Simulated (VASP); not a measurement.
Runs of VASP 6.6.1 on ZnS. The structure is that of space group P6_3mc (No. 186), or close to it. The cells are those of the table. 

| task | cell | k mesh | cutoff (eV) | smearing | gap on the mesh (eV) | pressure (GPa) |
| --- | --- | --- | --- | --- | --- | --- |
| single point | a = 3.709, b = 3.709, c = 6.102 Å, angles 90.0, 90.0, 120.0°, 4 atoms | 8 × 8 × 4 | 520 | gaussian 0.01 eV | (b) | 5.3 |
| relaxation of cell and atoms | relaxed to 5 GPa from a = 3.782, b = 3.782, c = 6.209 Å, angles 90.0, 90.0, 120.0°, 4 atoms | 8 × 8 × 4 | 600 | gaussian 0.01 eV | 2.40 | 5.0 |
| single point | a = 3.782, b = 3.782, c = 6.209 Å, angles 90.0, 90.0, 120.0°, 4 atoms | 10 × 10 × 6 | 520 | fermi-dirac 0.05 eV | 2.16 | (a) |
| relaxation of cell and atoms | relaxed from a = 3.811, b = 3.811, c = 6.234 Å, angles 90.0, 90.0, 120.0°, 4 atoms | 10 × 10 × 6 | 600 | fermi-dirac 0.05 eV | 2.15 | 0.0 |

Alike in all rows: level PBEsol; potentials or basis VASP PAW PBE potentials, release 64 (Zn, S); no spin polarisation.

Problem. Estimate the missing entries.

Solution. (a) 0.2; (b) 2.41.

Caveats: the PAW data sets were made with another functional, which shifts forces and pressure a little; the cell is relaxed towards a set pressure, so the enthalpy falls and the energy may rise (some runs).

